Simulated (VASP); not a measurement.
Wanted: the native input for a VASP 6.6.1 run.

```
Task                   : single point
Functional             : LDA
Potentials or basis    : VASP PAW LDA potentials, release 64 (As)
Cutoff                 : 520 eV
k mesh                 : 8 × 8 × 8
Occupations            : methfessel-paxton, width 0.1 eV
Spin                   : no spin polarisation
Dipole correction      : no
Further INCAR settings : ALGO = Normal; EDIFF = 1e-06; NBANDS = 8
```

The structure of As lies in POSCAR:

```
As
1.0
    0.0000000000      2.1009792783      2.1009792783
    2.1009792783      0.0000000000      2.1009792783
    2.1009792783      2.1009792783      0.0000000000
As
1
Direct
    0.0000000000      0.0000000000      0.0000000000
```

One way to write it, as run:

INCAR

```
PREC = Accurate
ENCUT = 520
EDIFF = 1E-6
ISMEAR = 1
SIGMA = 0.1
LREAL = False
LASPH = True
NELM = 80
ALGO = Normal
ISIF = 2
LWAVE = False
LCHARG = False
GGA = CA
NBANDS = 8
```

KPOINTS

```
regular mesh
0
Gamma
  8 8 8
```

Potentials or basis: VASP PAW LDA potentials, release 64 (As).

Run with:

```bash
$ cat potpaw_LDA.64/As/POTCAR > POTCAR
$ mpirun -np 1 vasp_std > vasp.out
```

It gave:

```
Pressure : -0.8 GPa
```

Wall time 2.7 s on 1 thread of AMD EPYC 9R45 96-Core Processor (Zen 5), on a shared host, peak memory 0.09 GiB.
